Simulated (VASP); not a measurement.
# GaSb (F-43m) in VASP: notebook, part 2 of 2

VASP 6.6.1.

## Step 3: Single point, PBE

Contents of INCAR:

```
PREC     = Accurate       # precision mode
ENCUT    = 520            # plane-wave cutoff, eV
EDIFF    = 1E-6           # SCF threshold, eV
ISMEAR   = -1             # smearing method
SIGMA    = 0.02           # smearing width, eV
LREAL    = F              # projectors in reciprocal space
LASPH    = T              # aspherical terms in the spheres
NELM     = 60             # most SCF steps
ALGO     = Normal         # electronic algorithm
ISIF     = 2              # what is computed and relaxed
LWAVE    = F              # write WAVECAR
LCHARG   = T              # write CHGCAR
GGA      = PE             # functional
LELF     = T              # ELF
LVHAR    = T            
NBANDS   = 16             # bands
```

Contents of KPOINTS:

```
Automatic mesh
0
Gamma
  8 8 8
```

Contents of POSCAR:

```
GaSb
1.0
    0.0000000000      3.0658788003      3.0658788003
    3.0658788003      0.0000000000      3.0658788003
    3.0658788003      3.0658788003      0.0000000000
Ga Sb
1 1
Direct
    0.0000000000      0.0000000000      0.0000000000
    0.2500000000      0.2500000000      0.2500000000
```

Potentials or basis: VASP PAW PBE potentials, release 64 (Ga_d, Sb).

Run with:

```console
$ cat potpaw_PBE.64/Ga_d/POTCAR potpaw_PBE.64/Sb/POTCAR > POTCAR
$ mpirun -np 1 vasp_std > vasp.out
```

Wall time 14 s (1 thread of Intel Xeon Platinum 8488C (Sapphire Rapids), shared host); peak memory 0.18 GiB.

Results (log left out):

```yaml
Free_energy: -7.3513 eV
Pressure: 2.0 GPa
Band_gap_on_the_k_mesh: zero (filled and empty bands touch)
```

Levels at points of the mesh, in eV from the Fermi level:
| k point | band 7 | band 8 | band 9 | band 10 | band 11 | band 12 |
| --- | --- | --- | --- | --- | --- | --- |
| (0.00, 0.00, 0.00) | -0.03 | -0.02 | -0.02 | -0.02 | 2.76 | 2.76 |
| (0.50, 0.00, 0.00) | -6.35 | -1.16 | -1.16 | 0.37 | 3.73 | 3.73 |
| (0.50, 0.50, 0.00) | -6.80 | -2.57 | -2.57 | 0.89 | 1.25 | 8.62 |

Caveat: spin-orbit coupling is left out, which moves the levels of the heavy elements.

## Step 4: Single point, LDA

Contents of INCAR:

```
SYSTEM = GaSb
ALGO = Normal
EDIFF = 1E-6
ENCUT = 520
ISIF = 2
ISMEAR = -1
LASPH = .True.
LCHARG = .False.
LREAL = .False.
LWAVE = .False.
NBANDS = 16
NELM = 60
PREC = Accurate
SIGMA = 0.02
```

Contents of KPOINTS:

```
k-points
0
Gamma
  8 8 8
  0 0 0
```

POSCAR is that of step 3.

Potentials or basis: VASP PAW LDA potentials, release 64 (Ga_d, Sb).

Run with:

```console
$ cat potpaw_LDA.64/Ga_d/POTCAR potpaw_LDA.64/Sb/POTCAR > POTCAR
$ mpirun -np 1 vasp_std > vasp.out
```

OUTCAR:

```text
SYSTEM = GaSb
   EDIFF = 1E-6
   ENCUT = 520
   ISIF = 2
   ISMEAR = -1
   LASPH = .True.
   LREAL = .False.
   NELM = 60
   PREC = Accurate

 ion  position               nearest neighbor table
   1  0.000  0.000  0.000-   2 2.66   2 2.66   2 2.66   2 2.66
   2  0.250  0.250  0.250-   1 2.66   1 2.66   1 2.66   1 2.66

  LATTYP: Found a face centered cubic cell.
 ALAT       =     6.1317576006

  Lattice vectors:

 A1 = (   0.0000000000,   3.0658788003,   3.0658788003)
 A2 = (   3.0658788003,   0.0000000000,   3.0658788003)
 A3 = (   3.0658788003,   3.0658788003,   0.0000000000)

Analysis of symmetry for initial positions (statically):
[... 633 lines left out ...]
     16      14.6457      0.00000

 [... further k-points ...]
[... 5 lines left out ...]
  --------------------------------------------------------------------------------------
  -------------------------------------------------------------------------------------
  Total       -0.6761144     -0.6761144     -0.6761144      0.0000000      0.0000000      0.0000000
  in kB      -18.7947171    -18.7947171    -18.7947171      0.0000000      0.0000000      0.0000000
  external PRESSURE =     -18.7947171 kB  Pullay stress =       0.0000000 kB

 VOLUME and BASIS-vectors are now :
 -----------------------------------------------------------------------------
  energy-cutoff  :      520.00
  volume of cell :       57.64
      direct lattice vectors                 reciprocal lattice vectors
     0.000000000  3.065878800  3.065878800    -0.163085377  0.163085377  0.163085377
     3.065878800  0.000000000  3.065878800     0.163085377 -0.163085377  0.163085377
     3.065878800  3.065878800  0.000000000     0.163085377  0.163085377 -0.163085377

 POSITION                                       TOTAL-FORCE (eV/Angst)
 -----------------------------------------------------------------------------------
      0.00000      0.00000      0.00000        -0.000000     -0.000000     -0.000000
      1.53294      1.53294      1.53294         0.000000      0.000000      0.000000
 -----------------------------------------------------------------------------------
    total drift:                                0.000000      0.000000      0.000000

  FREE ENERGIE OF THE ION-ELECTRON SYSTEM (eV)
  ---------------------------------------------------
  free  energy   TOTEN  =        -8.6539136973 eV

  energy  without entropy=       -8.6537644086  energy(sigma->0) =       -8.65383905
```

stdout:

```text
POSCAR found type information on POSCAR GaSb
 POSCAR found :  2 types and       2 ions
 scaLAPACK will be used
 LDA part: xc-table for (Slater(with rela. corr.)+CA(PZ))
 , standard interpolation
 POSCAR, INCAR and KPOINTS ok, starting setup
 FFT: planning ... GRIDC
 FFT: planning ... GRID_SOFT
 FFT: planning ... GRID
 WAVECAR not read
 entering main loop
```

Run time: 12 s. Hardware: 1 thread of Intel Xeon Platinum 8488C (Sapphire Rapids), shared host; peak memory 0.17 GiB.

What came out:

* Free energy: -8.6539 eV
* Pressure: -1.9 GPa
* Band gap on the k mesh: zero (filled and empty bands touch)

Caveat: spin-orbit coupling is left out, which moves the levels of the heavy elements.

## Step 5: Relaxation of cell and atoms, PBE

This run uses another cell than the first one, of 26.70 Å³/atom, 0.926 times its volume.

Contents of INCAR:

```
SYSTEM = GaSb
PREC     = Accurate       ! precision mode
ENCUT    = 600            ! plane-wave cutoff, eV
EDIFF    = 1E-6           ! SCF threshold, eV
ISMEAR   = -1             ! smearing method
SIGMA    = 0.02           ! smearing width, eV
LREAL    = .False.        ! projectors in reciprocal space
LASPH    = .True.         ! aspherical terms in the spheres
NELM     = 80             ! most SCF steps
ALGO     = Normal         ! electronic algorithm
ISIF     = 3              ! what is computed and relaxed
LWAVE    = .False.        ! write WAVECAR
LCHARG   = .False.        ! write CHGCAR
GGA      = PE             ! functional
IBRION   = 2              ! ionic algorithm
NSW      = 80             ! ionic steps
EDIFFG   = -0.005         ! ionic threshold
```

Contents of KPOINTS:

```
regular mesh
0
Gamma
  6 6 6
  0 0 0
```

Contents of POSCAR:

```
GaSb
1.0
    0.0000000000      2.9888268735      2.9888268735
    2.9888268735      0.0000000000      2.9888268735
    2.9888268735      2.9888268735      0.0000000000
Ga Sb
1 1
Direct
    0.0000000000      0.0000000000      0.0000000000
    0.2500000000      0.2500000000      0.2500000000
```

Potentials or basis: VASP PAW PBE potentials, release 64 (Ga_d, Sb).

Run with:

```console
$ cat potpaw_PBE.64/Ga_d/POTCAR potpaw_PBE.64/Sb/POTCAR > POTCAR
$ mpirun -np 1 vasp_std > vasp.out
```

Run time: 26 s. Hardware: 1 thread of Intel Xeon Platinum 8488C (Sapphire Rapids), shared host; peak memory 0.21 GiB.

Results (log left out):

```
Free energy                            : -7.3426 eV
Relaxed volume                         : 30.06 Å³/atom
Relaxed cell                           : a = 4.397 Å, b = 4.397 Å, c = 4.397 Å, α = 60.00°, β = 60.00°, γ = 60.00°
Space group after relaxing (to 0.05 Å) : F-43m (No. 216)
Energy gained by relaxing              : 65.0 meV/atom
Ionic steps                            : 3
Pressure after relaxing                : 0.0 GPa
Band gap on the k mesh                 : zero (filled and empty bands touch)
```

The path:
```
step  energy change (eV)  largest force (eV/Å)  pressure (GPa)  volume (Å³)
   1              0.0000                0.0000            6.93        53.40
   2             -0.1151                0.0000           -1.66        62.83
   3             -0.1300                0.0000           -0.01        60.12
```

Final structure:
```yaml
crystal:
  lattice:
    - [0.00000, 3.10924, 3.10924]
    - [3.10924, 0.00000, 3.10924]
    - [3.10924, 3.10924, 0.00000]
  atoms:
    - { symbol: Ga, position: [0.00000, 0.00000, 0.00000] }
    - { symbol: Sb, position: [0.25000, 0.25000, 0.25000] }
```

Levels at points of the mesh, in eV from the Fermi level:
| k point | band 7 | band 8 | band 9 | band 10 | band 11 | band 12 |
| --- | --- | --- | --- | --- | --- | --- |
| (0.00, 0.00, 0.00) | -0.32 | -0.01 | -0.01 | -0.01 | 2.77 | 2.77 |
| (0.50, 0.00, 0.00) | -6.15 | -1.09 | -1.09 | 0.29 | 3.73 | 3.73 |
| (0.50, 0.50, 0.00) | -6.61 | -2.42 | -2.42 | 0.94 | 1.33 | 8.35 |

Caveat: spin-orbit coupling is left out, which moves the levels of the heavy elements.

## Step 6: Overview

| task | level | potentials or basis | cell | k mesh | cutoff (eV) | gap on the mesh (eV) | pressure (GPa) |
| --- | --- | --- | --- | --- | --- | --- | --- |
| single point | r2SCAN | VASP PAW PBE potentials, release 64 (Ga_d, Sb) | a = 4.336 Å, angles 60.0°, 2 atoms | 6 × 6 × 6 | 520 | 0.40 | 0.1 |
| single point | PBE | VASP PAW PBE potentials, release 64 (Ga_d, Sb) | a = 4.336 Å, angles 60.0°, 2 atoms | 8 × 8 × 8 | 520 | none | 2.0 |
| single point | LDA | VASP PAW LDA potentials, release 64 (Ga_d, Sb) | a = 4.336 Å, angles 60.0°, 2 atoms | 8 × 8 × 8 | 520 | none | -1.9 |
| relaxation of cell and atoms | PBE | VASP PAW PBE potentials, release 64 (Ga_d, Sb) | relaxed from a = 4.227 Å, angles 60.0°, 2 atoms | 6 × 6 × 6 | 600 | none | 0.0 |

Alike in all rows: no spin polarisation; smearing fermi-dirac 0.02 eV.

Caveats: spin-orbit coupling is left out, which moves the levels of the heavy elements; the PAW data sets were made with another functional, which shifts forces and pressure a little (some runs).

Absolute energies hang on the potentials; compare differences alone.
